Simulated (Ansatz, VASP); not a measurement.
## One calculation of Pb, two programs

```
CELL_PARAMETERS angstrom
3.20160 0.00000 0.00000
-1.60080 2.77267 0.00000
0.00000 0.00000 5.81360
ATOMIC_POSITIONS crystal
Pb 0.33333 0.66667 0.25000
Pb 0.66667 0.33333 0.75000
```

Change from the starting cell: strain -0.080 along x and y, +0.040 along z, atoms carried along.

Alike in both runs: task single point; functional PBEsol; k mesh 18 × 18 × 10; occupations gaussian, width 0.15 eV; no spin polarisation.

|  | VASP | Ansatz |
| --- | --- | --- |
| version | VASP 6.6.1 | Ansatz 0.2.0 |
| potentials or method | VASP PAW PBE potentials, release 64 (Pb_d), cutoff 520 eV | scalar-relativistic, plane waves, PAW |
| valence electrons in the cell | 28 | 28 |

|  | VASP | Ansatz | Ansatz less VASP |
| --- | --- | --- | --- |
| gap on the k mesh at the Fermi level (eV) | none | none | - |
| pressure (GPa) | 10.6 | 10.7 | +0.14 |
| traceless stress, the component that is largest in VASP (GPa) | -5.51 | -5.53 | -0.018 |

VASP's potentials were made for PBE, not for PBEsol. A gap of «none» marks a metal or a gap that the smearing closes.

Neither program's run includes spin-orbit coupling.
